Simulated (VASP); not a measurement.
Set up this calculation in VASP 6.6.1, as the native input.

* Task: single point
* Functional: PBEsol
* Potentials or basis: VASP PAW PBE potentials, release 64 (Se)
* Cutoff: 520 eV
* k mesh: 6 × 6 × 4
* Occupations: gaussian, width 0.1 eV
* Spin: no spin polarisation
* Dipole correction: no
* Further INCAR settings: ALGO = Normal; EDIFF = 1e-07; NBANDS = 13

The structure of Se lies in POSCAR:

```
Se
1.0
    3.4820376573      0.0000000000      0.0000000000
   -1.7410188286      3.0155330682      0.0000000000
    0.0000000000      0.0000000000      3.8993459197
Se
2
Direct
    0.3333333333      0.6666666667      0.2500000000
    0.6666666667      0.3333333333      0.7500000000
```

This isn't the form of Se at room conditions, which is trigonal, of chains.

These files were run (other wordings do the same):

INCAR

```
PREC = Accurate
ENCUT = 520
EDIFF = 1E-7
ISMEAR = 0
SIGMA = 0.1
LREAL = F
LASPH = T
NELM = 100
ALGO = Normal
ISIF = 2
LWAVE = F
LCHARG = T
GGA = PS
LELF = T
LVHAR = T
NBANDS = 13
```

KPOINTS

```
regular mesh
0
Gamma
  6 6 4
```

Potentials or basis: VASP PAW PBE potentials, release 64 (Se).

Run with:

```sh
$ cat potpaw_PBE.64/Se/POTCAR > POTCAR
$ mpirun -np 1 vasp_std > vasp.out
```

It gave:

```yaml
Pressure: 0.4 GPa
Band_gap_on_the_k_mesh: zero (bands 6 and 7 overlap by 3.07 eV)
```

Caveat: the k points lie up to 0.40 Å⁻¹ apart, too coarse for converged energies and pressures of a metal; the PAW data sets were made with another functional, which shifts forces and pressure a little.

Wall time 7.4 s on 1 thread of AMD EPYC 9R45 96-Core Processor (Zen 5), on a shared host, peak memory 0.12 GiB.
